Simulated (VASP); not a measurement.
A run of VASP 6.6.1 is set up as follows.

The input INCAR:

```
PREC     = Accurate       # precision mode
ENCUT    = 520            # plane-wave cutoff, eV
EDIFF    = 1E-7           # SCF threshold, eV
ISMEAR   = 0              # smearing method
SIGMA    = 0.05           # smearing width, eV
LREAL    = False          # projectors in reciprocal space
LASPH    = True           # aspherical terms in the spheres
NELM     = 60             # most SCF steps
ALGO     = Normal         # electronic algorithm
ISIF     = 2              # what is computed and relaxed
LWAVE    = False          # write WAVECAR
LCHARG   = False          # write CHGCAR
GGA      = PS             # functional
IVDW     = 12             # dispersion correction
NBANDS   = 31             # bands
ISYM     = 0
```

The input KPOINTS:

```
regular mesh
0
Gamma
  8 11 3
```

The input POSCAR:

```
C
1.0
    0.0000000000      1.4191802056     -3.2829684911
   -2.4580922212      0.0000000000      0.0000000000
    1.2290461106      8.9951948092      3.1837690787
C
10
Direct
    0.5627665045      0.0446957715      0.8893915430
    0.7665661209      0.6341916320      0.0683832640
    0.9656162168      0.2368176669      0.2736353338
    0.1646663127      0.8394437018      0.4788874035
    0.3637164086      0.4420697366      0.6841394733
    0.8324839750      0.1684344029      0.1368688057
    0.0315340709      0.7710604377      0.3421208755
    0.2305841668      0.3736864726      0.5473729452
    0.4296342627      0.9763125075      0.7526250150
    0.6286843586      0.5789385424      0.9578770847
```

Potentials or basis: VASP PAW PBE potentials, release 64 (C).

Launch:

```sh
$ cat potpaw_PBE.64/C/POTCAR > POTCAR
$ mpirun -np 1 vasp_std > vasp.out
```

Problem. What does it give for the pressure?

Solution. 16.3 GPa.

Problem. Estimate the largest force.

Solution. 15.629 eV/Å.

Problem. What does it give for the band gap on the k mesh?

Solution. 0.45 eV.

Problem. Estimate the dispersion energy per atom.

Solution. -0.110 eV.

Stress tensor (GPa, compression positive):
```
 4.45  0.07  0.01
 0.07 44.20 -3.28
 0.01 -3.28  0.33
```

Caveat: the PAW data sets were made with another functional, which shifts forces and pressure a little. A k mesh can miss the band edges.
